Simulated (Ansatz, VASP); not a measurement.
**Sn: VASP beside Ansatz**

```xyz
2
Lattice="0.0000 3.2782 3.3281 3.3281 0.0000 3.3281 3.3281 3.2782 0.0000" Properties=species:S:1:pos:R:3 pbc="T T T"
Sn    3.3281    3.2782    3.3281
Sn    4.9922    4.9173    4.9922
```

Change from the starting cell: strain -0.0150 x Voigt [0, 1, 0, 0, 0, 0], atoms carried along.

Alike in both runs: task single point; functional PBE; k mesh 16 × 16 × 16; occupations gaussian, width 0.15 eV; no spin polarisation.

|  | VASP | Ansatz |
| --- | --- | --- |
| version | VASP 6.6.1 | Ansatz 0.2.0 |
| potentials or method | VASP PAW PBE potentials, release 64 (Sn_d), cutoff 520 eV | scalar-relativistic, plane waves, PAW |
| valence electrons in the cell | 28 | 28 |

```csv
,VASP,Ansatz,Ansatz less VASP
gap on the k mesh at the Fermi level (eV),none,none,-
pressure (GPa),0.5,0.5,+0.07
"traceless stress, the component that is largest in VASP (GPa)",0.28,0.29,+0.001
```

A gap of «none» marks a metal or a gap that the smearing closes.
